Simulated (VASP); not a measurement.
GaP2, 6 atoms in the cell. It takes space group I4_122 (No. 98, tetragonal). Conventional cell: a = 7.306 Å, b = 7.306 Å, c = 4.674 Å, α = 90.00°, β = 90.00°, γ = 90.00°. Ga (site symmetry 222) has 8 P at 2.58 to 3.48 Å within 3.5 Å. Within 3.0 Å of P (site symmetry 2) lie 2 P at 2.24 Å and 2 Ga at 2.58 Å. The cell was generated, and may not be a known phase.

| Property | Result |
| --- | --- |
| Program | VASP 6.6.1 |
| Task | single point |
| Functional | PBE |
| Potentials or basis | VASP PAW PBE potentials, release 64 (Ga_d, P) |
| Cutoff | 520 eV |
| k mesh | 4 × 4 × 4 |
| Occupations | gaussian, width 0.2 eV |
| Spin | no spin polarisation |
| Dipole correction | no |
| Further INCAR settings | ALGO = Normal; EDIFF = 1e-06; NBANDS = 32 |

Potentials or basis: VASP PAW PBE potentials, release 64 (Ga_d, P).

Run with:

```bash
$ cat potpaw_PBE.64/Ga_d/POTCAR potpaw_PBE.64/P/POTCAR > POTCAR
$ mpirun -np 1 vasp_std > vasp.out
```

Hardware: 1 thread of Intel(R) Xeon(R) 6975P-C (Granite Rapids), on a shared host.

Problem. Estimate the wall time of this run.

Solution. It took 27 s on 1 thread of Intel(R) Xeon(R) 6975P-C (Granite Rapids), on a shared host, peak memory 0.26 GiB. Counts: scf iterations 14, k points 13.
